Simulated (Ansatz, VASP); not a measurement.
F: VASP beside Ansatz

```
F
1.0
     9.00000    0.00000    0.00000
     0.00000    9.20000    0.00000
     0.00000    0.00000   10.40000
F
2
Cartesian
  4.5000 4.6000 4.5009
  4.5000 4.6000 5.8991
```

Alike in both runs: functional PBEsol; k mesh 1 × 1 × 1; occupations fermi-dirac, width 0.01 eV; no spin polarisation.

Ansatz relaxed the structure, and its values are those at the end. VASP's run is a single point on that final structure, the one shown.

|  | VASP | Ansatz |
| --- | --- | --- |
| version | VASP 6.6.1 | Ansatz 0.2.0 |
| potentials or method | VASP PAW PBE potentials, release 64 (F) | PAW with Ansatz's default frozen-core files, scalar-relativistic |
| plane-wave cutoff (eV) | 520 | 420 |
| valence electrons in the cell | 14 | 14 |

```tsv
	VASP	Ansatz	Ansatz less VASP
rms of the force components (eV/Å)	0.251	0.000	-0.2511
```

VASP's potentials were made for PBE, not for PBEsol. One of these differences is far larger than is usual between the two programs; its cause wasn't traced. Ansatz's warnings: stress scf threshold loose.
